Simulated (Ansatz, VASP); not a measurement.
This is a calculation of TiO2 for Ansatz 0.2.0.

File input.yaml:

```yaml
crystal:
  lattice:
    - [4.5059367448, 0.0, 0.0]
    - [0.0, 4.5059367448, 0.0]
    - [0.0, 0.0, 2.8988044961]
  atoms:
    - { symbol: Ti, position: [0.0, 0.0, 0.5] }
    - { symbol: Ti, position: [0.5, 0.5, 0.0] }
    - { symbol: O, position: [0.30432132, 0.30432132, 0.5] }
    - { symbol: O, position: [0.19567868, 0.80432132, 0.0] }
    - { symbol: O, position: [0.80432132, 0.19567868, 0.0] }
    - { symbol: O, position: [0.69567868, 0.69567868, 0.5] }
hamiltonian:
  xc: blyp
  pseudopotentials: { kind: paw }
  dispersion: d3bj
kpoints:
  mp_grid: { grid: [6, 6, 9] }
scf:
  occupations: { method: fermi_dirac, width: 0.05 }
output:
  forces: true
  stress: true
  eigenvalues: true
```

Potentials or basis: Ansatz PAW.

Run with:

```console
$ ansatz run input.yaml --threads 2 --pin off --max-ram 5120MiB --backend cpu --events-out ev --progress --plain --runs-dir out
```

Question: Set up the same calculation for VASP 6.6.1. Potentials there: VASP PAW PBE potentials, release 64 (Ti_sv, O).

Answer: As run (the cutoff follows the program's own potentials):

Contents of INCAR:

```
SYSTEM = TiO2
PREC     = Accurate       ! precision mode
ENCUT    = 520            ! plane-wave cutoff, eV
EDIFF    = 1E-7           ! SCF threshold, eV
ISMEAR   = -1             ! smearing method
SIGMA    = 0.05           ! smearing width, eV
LREAL    = .False.        ! projectors in reciprocal space
LASPH    = .True.         ! aspherical terms in the spheres
NELM     = 80             ! most SCF steps
ALGO     = Normal         ! electronic algorithm
ISIF     = 2              ! what is computed and relaxed
LWAVE    = .False.        ! write WAVECAR
LCHARG   = .False.        ! write CHGCAR
GGA      = B5             ! functional
ALDAX    = 1.0          
AGGAX    = 1.0          
AGGAC    = 1.0          
ALDAC    = 0.0          
IVDW     = 12             ! dispersion correction
NBANDS   = 33             ! bands
VDW_S6   = 1.0          
VDW_S8   = 2.6996       
VDW_A1   = 0.4298       
VDW_A2   = 4.2359
```

Contents of KPOINTS:

```
Automatic mesh
0
Gamma
  6 6 9
  0 0 0
```

File POSCAR:

```
TiO2
1.0
    4.5059367448      0.0000000000      0.0000000000
    0.0000000000      4.5059367448      0.0000000000
    0.0000000000      0.0000000000      2.8988044961
Ti O
2 4
Direct
    0.0000000000      0.0000000000      0.5000000000
    0.5000000000      0.5000000000      0.0000000000
    0.3043213200      0.3043213200      0.5000000000
    0.1956786800      0.8043213200      0.0000000000
    0.8043213200      0.1956786800      0.0000000000
    0.6956786800      0.6956786800      0.5000000000
```

Potentials or basis: VASP PAW PBE potentials, release 64 (Ti_sv, O).

The run is started by

```bash
$ cat potpaw_PBE.64/Ti_sv/POTCAR potpaw_PBE.64/O/POTCAR > POTCAR
$ mpirun -np 1 vasp_std > vasp.out
```

Both were run:

|  | VASP | Ansatz | Ansatz less VASP |
| --- | --- | --- | --- |
| gap on the k mesh at the Fermi level (eV) | 1.98 | 2.02 | +0.034 |
| least direct gap on the mesh (eV) | 1.98 | 2.02 | +0.034 |
| pressure (GPa) | 19.5 | 18.2 | -1.33 |
| traceless stress, the component that is largest in VASP (GPa) | 3.42 | 3.05 | -0.370 |
| rms of the force components (eV/Å) | 0.206 | 0.186 | -0.0198 |

VASP's potentials were made for PBE, not for BLYP. Atom by atom the forces differ by 0.020 eV/Å (rms over components).

Noted on Ansatz's run: odd divisions of the mesh miss points on the zone boundary, where band edges often lie, so the gap on the mesh can be too wide.
